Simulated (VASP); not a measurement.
# AlCo (P4/mmm) in VASP: notebook

Runs on AlCo. Level: PBEsol. Tasks: single point.

Program: VASP 6.6.1. These are calculated values, not measurements. Logs are shortened: lines on timing, memory, paths and dates and some standing lists are left out, and cuts for length are marked.

## 1. The cell of the first run

It takes space group P4/mmm (No. 123, tetragonal). Conventional cell: a = 2.653 Å, b = 2.653 Å, c = 2.823 Å, α = 90.00°, β = 90.00°, γ = 90.00°. Within 3.1 Å of Al (site symmetry 4/mmm) lie 8 Co at 2.35 Å and 6 Al at 2.65 to 2.82 Å. Within 3.1 Å of Co (site symmetry 4/mmm) lie 8 Al at 2.35 Å and 6 Co at 2.65 to 2.82 Å.

## 2. Single point, PBEsol (strain -0.0600 x Voigt [1, 1, 0, 0, 0, 0])

File INCAR:

```
SYSTEM = AlCo
PREC = Accurate
ENCUT = 520
EDIFF = 1E-6
ISMEAR = 0
SIGMA = 0.15
LREAL = .FALSE.
LASPH = .TRUE.
NELM = 60
ALGO = Fast
ISIF = 2
LWAVE = .FALSE.
LCHARG = .TRUE.
GGA = PS
LELF = .TRUE.
LVHAR = .TRUE.
NBANDS = 13
```

File KPOINTS:

```
Automatic mesh
0
G
  22 22 22
  0 0 0
```

File POSCAR:

```
AlCo
1.0
    2.6532304036      0.0000000000      0.0000000000
    0.0000000000      2.6532304036      0.0000000000
    0.0000000000      0.0000000000      2.8225855357
Al Co
1 1
Direct
    0.0000000000      0.0000000000      0.0000000000
    0.5000000000      0.5000000000      0.5000000000
```

Potentials or basis: VASP PAW PBE potentials, release 64 (Al, Co).

Launch:

```sh
$ cat potpaw_PBE.64/Al/POTCAR potpaw_PBE.64/Co/POTCAR > POTCAR
$ mpirun -np 1 vasp_std > vasp.out
```

OUTCAR:

```text
SYSTEM = AlCo
   PREC = Accurate
   ENCUT = 520
   EDIFF = 1E-6
   ISMEAR = 0
   LREAL = .FALSE.
   LASPH = .TRUE.
   NELM = 60
   ISIF = 2
   GGA = PS

 ion  position               nearest neighbor table
   1  0.000  0.000  0.000-   2 2.35   2 2.35   2 2.35   2 2.35   2 2.35   2 2.35   2 2.35   2 2.35

   2  0.500  0.500  0.500-   1 2.35   1 2.35   1 2.35   1 2.35   1 2.35   1 2.35   1 2.35   1 2.35

  LATTYP: Found a simple tetragonal cell.
 ALAT       =     2.6532304036
 C/A-ratio  =     1.0638297872

  Lattice vectors:

 A1 = (   2.6532304036,   0.0000000000,   0.0000000000)
 A2 = (   0.0000000000,   2.6532304036,   0.0000000000)
 A3 = (   0.0000000000,   0.0000000000,   2.8225855357)

Analysis of symmetry for initial positions (statically):
=====================================================================
 Subroutine PRICEL returns:
 Original cell was already a primitive cell.

 Routine SETGRP: Setting up the symmetry group for a
 simple tetragonal supercell.

 Subroutine GETGRP returns: Found 16 space group operations
 (whereof 16 operations were pure point group operations)
 out of a pool of 16 trial point group operations.

The static configuration has the point symmetry D_4h.

Analysis of symmetry for dynamics (positions and initial velocities):
=====================================================================
 Subroutine PRICEL returns:
 Original cell was already a primitive cell.

 Routine SETGRP: Setting up the symmetry group for a
 simple tetragonal supercell.

 Subroutine GETGRP returns: Found 16 space group operations
 (whereof 16 operations were pure point group operations)
 out of a pool of 16 trial point group operations.

The dynamic configuration has the point symmetry D_4h.

 Subroutine INISYM returns: Found 16 space group operations
 (whereof 16 operations are pure point group operations),
 and found     1 'primitive' translations

----------------------------------------------------------------------------------------

                                     Primitive cell

  volume of cell :      19.8700

  direct lattice vectors                    reciprocal lattice vectors
     2.653230404  0.000000000  0.000000000     0.376899043  0.000000000  0.000000000
     0.000000000  2.653230404  0.000000000     0.000000000  0.376899043  0.000000000
     0.000000000  0.000000000  2.822585536     0.000000000  0.000000000  0.354285100

  length of vectors
     2.653230404  2.653230404  2.822585536     0.376899043  0.376899043  0.354285100

  position of ions in fractional coordinates (direct lattice)
     0.000000000  0.000000000  0.000000000
     0.500000000  0.500000000  0.500000000
[... 85 lines left out ...]
   POTIM  = 0.5000    time-step for ionic-motion
   TEBEG  =    0.0;   TEEND  =   0.0 temperature during run
   PSTRESS=    0.0 pullay stress
   NELECT =      12.0000    total number of electrons
   NUPDOWN=      -1.0000    fix difference up-down
   EMIN   =  10.00;   EMAX   =-10.00  energy-range for DOS
   EFERMI =   0.00;   METHOD = LEGACY
   ISMEAR =     0;   SIGMA  =   0.15  broadening in eV -4-tet -1-fermi 0-gaus
   EFERMI_NEDOS =   21; number of points for ismear=-14 and -15
   IALGO  =     68    algorithm
   IMIX   =      4    mixing-type and parameters
     AMIX     =   0.40;   BMIX     =  1.00
     AMIX_MAG =   1.60;   BMIX_MAG =  1.00
  volume/ion in A,a.u.               =       9.93        67.04
  Fermi-wavevector in a.u.,A,eV,Ry     =   1.383788  2.614980 26.053378  1.914869
  Thomas-Fermi vector in A             =   2.508353
   LORBIT       =      0    0 simple, 1 ext, 2 COOP (PROOUT), +10 PAW based schemes
   GGA     = PS    functional components
   LHFCALC =     F    Hartree Fock is set to
   AEXX    =    0.0000 exact exchange contribution
   IVDW    =     0    specifies the selected vdW correction
   LEPSILON=     F    determine dielectric tensor
   LRPA    =     F    only Hartree local field effects (RPA)
 non-spin polarized calculation
 RMM-DIIS sequential band-by-band and
 Gauss-broadening in eV      SIGMA  =   0.15
  energy-cutoff  :      520.00
  volume of cell :       19.87
 maximum number of plane-waves:       548
 NGX is ok and might be reduce to    20
   NGX =  9   NGY =  9   NGZ = 11

 number of electron      11.9999992 magnetization

 Free energy of the ion-electron system (eV)
  ---------------------------------------------------
  ext. energy  EPLUGINS =         0.00000000
  ---------------------------------------------------
  free energy    TOTEN  =       -12.82022466 eV

  energy without entropy =      -12.81101024  energy(sigma->0) =      -12.81561745

 E-fermi :  12.5246     XC(G=0): -13.1549

 val. band max:       12.5244890833   @ k =   0.5000   0.0909   0.4091
 cond. band min:      12.5268037177   @ k =   0.4091   0.1818   0.5000
 fundamental gap:      0.0023146343
 Fermi energy:        12.5245513307

 k-point     1 :       0.0000    0.0000    0.0000
  band No.  band energies     occupation
      1       0.4904      2.00000
      2       8.8242      2.00000
      3       8.9633      2.00000
      4      11.5604      2.00000
      5      11.5604      2.00000
      6      11.8271      2.00000
      7      17.8165      0.00000
      8      20.2785      0.00000
      9      20.2785      0.00000
     10      21.7200      0.00000
     11      22.2391      0.00000
     12      31.0804      0.00000
     13      35.7500      0.00000
[... 354 lines left out ...]
  band No.  band energies     occupation
      1       0.8531      2.00000
      2       8.9225      2.00000
      3       9.0069      2.00000
      4      11.4005      2.00000
      5      11.4769      2.00000
      6      11.6160      2.00000
      7      18.3564      0.00000
      8      18.3652      0.00000
      9      19.1901      0.00000
     10      22.3677      0.00000
     11      24.7177      0.00000
     12      32.1666      0.00000
     13      33.6672      0.00000

 [... further k-points ...]
[... 5 lines left out ...]
  --------------------------------------------------------------------------------------
  -------------------------------------------------------------------------------------
  Total        4.4893375      4.4893375      2.9656148      0.0000000     -0.0000000      0.0000000
  in kB      361.9893502    361.9893502    239.1268149      0.0000000     -0.0000000      0.0000000
  external PRESSURE =     321.0351718 kB  Pullay stress =       0.0000000 kB

 VOLUME and BASIS-vectors are now :
 -----------------------------------------------------------------------------
  energy-cutoff  :      520.00
  volume of cell :       19.87
      direct lattice vectors                 reciprocal lattice vectors
     2.653230404  0.000000000  0.000000000     0.376899043  0.000000000  0.000000000
     0.000000000  2.653230404  0.000000000     0.000000000  0.376899043  0.000000000
     0.000000000  0.000000000  2.822585536     0.000000000  0.000000000  0.354285100

 POSITION                                       TOTAL-FORCE (eV/Angst)
 -----------------------------------------------------------------------------------
      0.00000      0.00000      0.00000         0.000000      0.000000      0.000000
      1.32662      1.32662      1.41129         0.000000      0.000000      0.000000
 -----------------------------------------------------------------------------------
    total drift:                               -0.000000      0.000000      0.000000

  FREE ENERGIE OF THE ION-ELECTRON SYSTEM (eV)
  ---------------------------------------------------
  free  energy   TOTEN  =       -12.8202246613 eV

  energy  without entropy=      -12.8110102425  energy(sigma->0) =      -12.81561745
```

stdout:

```text
POSCAR found type information on POSCAR AlCo
 POSCAR found :  2 types and       2 ions
 scaLAPACK will be used
 -----------------------------------------------------------------------------
|                                                                             |
|                                                                             |
|     You enforced a specific xc type in the INCAR file but a different       |
|     I HOPE YOU KNOW WHAT YOU ARE DOING!                                     |
|                                                                             |
 -----------------------------------------------------------------------------

 LDA part: xc-table for (Slater+PW92), standard interpolation
 POSCAR, INCAR and KPOINTS ok, starting setup
 FFT: planning ... GRIDC
 FFT: planning ... GRID_SOFT
 FFT: planning ... GRID
 WAVECAR not read
 entering main loop
WARNING in EDDRMM: call to ZHEGV failed, returncode =   8  4     13
WARNING in EDDRMM: call to ZHEGV failed, returncode =   8  4     13
WARNING in EDDRMM: call to ZHEGV failed, returncode =   8  4     13
WARNING in EDDRMM: call to ZHEGV failed, returncode =   8  4     13
WARNING in EDDRMM: call to ZHEGV failed, returncode =   6  3     13
```

Wall time 2.3 min (1 thread of AMD EPYC 9R45 (Zen 5), shared host); peak memory 0.32 GiB.

What came out:

| Quantity | Value |
| --- | --- |
| Free energy | -12.8202 eV |
| Pressure | 32.1 GPa |
| Band gap on the k mesh | zero (band 6 reaches 14.90 eV, above the bottom of band 7 at 12.24 eV) |

Stress tensor (GPa, compression positive):
```
36.20  0.00  0.00
 0.00 36.20  0.00
 0.00  0.00 23.91
```

Caveat: the cell differs from its parent crystal (strain -0.0600 x Voigt [1, 1, 0, 0, 0, 0]); the PAW data sets were made with another functional, which shifts forces and pressure a little.

## 3. Single point, PBEsol (strain -0.0450 x Voigt [1, 1, 0, 0, 0, 0])

File INCAR:

```
PREC = Accurate ; ENCUT = 520
EDIFF = 1E-6 ; ISMEAR = 0
SIGMA = 0.15 ; LREAL = False
LASPH = True ; NELM = 100
ALGO = Fast ; ISIF = 2
LWAVE = False ; LCHARG = False
GGA = PS ; NBANDS = 13
```

File KPOINTS:

```
regular mesh
0
Gamma
  22 22 22
```

File POSCAR:

```
AlCo
1.0
    2.6955691866      0.0000000000      0.0000000000
    0.0000000000      2.6955691866      0.0000000000
    0.0000000000      0.0000000000      2.8225855357
Al Co
1 1
Direct
    0.0000000000      0.0000000000      0.0000000000
    0.5000000000      0.5000000000      0.5000000000
```

Potentials or basis: VASP PAW PBE potentials, release 64 (Al, Co).

Launch:

```sh
$ cat potpaw_PBE.64/Al/POTCAR potpaw_PBE.64/Co/POTCAR > POTCAR
$ mpirun -np 1 vasp_std > vasp.out
```

OUTCAR:

```text
PREC = Accurate
   ENCUT = 520
   EDIFF = 1E-6
   ISMEAR = 0
   LREAL = False
   LASPH = True
   NELM = 100
   ISIF = 2
   GGA = PS

 ion  position               nearest neighbor table
   1  0.000  0.000  0.000-   2 2.37   2 2.37   2 2.37   2 2.37   2 2.37   2 2.37   2 2.37   2 2.37

   2  0.500  0.500  0.500-   1 2.37   1 2.37   1 2.37   1 2.37   1 2.37   1 2.37   1 2.37   1 2.37

  LATTYP: Found a simple tetragonal cell.
 ALAT       =     2.6955691866
 C/A-ratio  =     1.0471204188

  Lattice vectors:

 A1 = (   2.6955691866,   0.0000000000,   0.0000000000)
 A2 = (   0.0000000000,   2.6955691866,   0.0000000000)
 A3 = (   0.0000000000,   0.0000000000,   2.8225855357)

Analysis of symmetry for initial positions (statically):
=====================================================================
 Subroutine PRICEL returns:
 Original cell was already a primitive cell.

 Routine SETGRP: Setting up the symmetry group for a
 simple tetragonal supercell.

 Subroutine GETGRP returns: Found 16 space group operations
 (whereof 16 operations were pure point group operations)
 out of a pool of 16 trial point group operations.

The static configuration has the point symmetry D_4h.

[... 168 lines left out ...]
 k-point     1 :       0.0000    0.0000    0.0000
  band No.  band energies     occupation
      1       0.2414      2.00000
      2       8.5372      2.00000
      3       8.6344      2.00000
      4      11.1395      2.00000
      5      11.1395      2.00000
      6      11.3334      2.00000
      7      17.5809      0.00000
      8      19.3826      0.00000
      9      19.3826      0.00000
     10      21.2003      0.00000
     11      21.5743      0.00000
     12      29.8542      0.00000
     13      34.9570      0.00000
[... 354 lines left out ...]
  band No.  band energies     occupation
      1       0.5924      2.00000
      2       8.6237      2.00000
      3       8.6683      2.00000
      4      10.9984      2.00000
      5      11.0641      2.00000
      6      11.1303      2.00000
      7      17.6063      0.00000
      8      18.0995      0.00000
      9      18.3626      0.00000
     10      21.8164      0.00000
     11      23.8937      0.00000
     12      30.9195      0.00000
     13      32.9093      0.00000

 [... further k-points ...]
[... 5 lines left out ...]
  --------------------------------------------------------------------------------------
  -------------------------------------------------------------------------------------
  Total        3.1031383      3.1031383      1.9842502      0.0000000     -0.0000000      0.0000000
  in kB      242.4173159    242.4173159    155.0097239      0.0000000     -0.0000000      0.0000000
  external PRESSURE =     213.2814519 kB  Pullay stress =       0.0000000 kB

 VOLUME and BASIS-vectors are now :
 -----------------------------------------------------------------------------
  energy-cutoff  :      520.00
  volume of cell :       20.51
      direct lattice vectors                 reciprocal lattice vectors
     2.695569187  0.000000000  0.000000000     0.370979163  0.000000000  0.000000000
     0.000000000  2.695569187  0.000000000     0.000000000  0.370979163  0.000000000
     0.000000000  0.000000000  2.822585536     0.000000000  0.000000000  0.354285100

 POSITION                                       TOTAL-FORCE (eV/Angst)
 -----------------------------------------------------------------------------------
      0.00000      0.00000      0.00000         0.000000      0.000000      0.000000
      1.34778      1.34778      1.41129         0.000000      0.000000      0.000000
 -----------------------------------------------------------------------------------
    total drift:                               -0.000000      0.000000      0.000000

  FREE ENERGIE OF THE ION-ELECTRON SYSTEM (eV)
  ---------------------------------------------------
  free  energy   TOTEN  =       -12.9419304900 eV

  energy  without entropy=      -12.9327905902  energy(sigma->0) =      -12.93736054
```

stdout:

```text
POSCAR found type information on POSCAR AlCo
 POSCAR found :  2 types and       2 ions
 scaLAPACK will be used
 -----------------------------------------------------------------------------
|                                                                             |
|                                                                             |
|     You enforced a specific xc type in the INCAR file but a different       |
|     I HOPE YOU KNOW WHAT YOU ARE DOING!                                     |
|                                                                             |
 -----------------------------------------------------------------------------

 LDA part: xc-table for (Slater+PW92), standard interpolation
 POSCAR, INCAR and KPOINTS ok, starting setup
 FFT: planning ... GRIDC
 FFT: planning ... GRID_SOFT
 FFT: planning ... GRID
 WAVECAR not read
 entering main loop
WARNING in EDDRMM: call to ZHEGV failed, returncode =   8  4     13
```

Wall time 2 min (1 thread of AMD EPYC 9R45 (Zen 5), shared host); peak memory 0.33 GiB.

What came out:

* Free energy: -12.9419 eV
* Pressure: 21.3 GPa
* Band gap on the k mesh: zero (band 6 reaches 14.46 eV, above the bottom of band 7 at 11.81 eV)

Stress tensor (GPa, compression positive):
```
24.24  0.00  0.00
 0.00 24.24  0.00
 0.00  0.00 15.50
```

Caveat: the cell differs from its parent crystal (strain -0.0450 x Voigt [1, 1, 0, 0, 0, 0]); the PAW data sets were made with another functional, which shifts forces and pressure a little. Spin polarisation is off, so any magnetic state and its effect on volume and gap are missing.
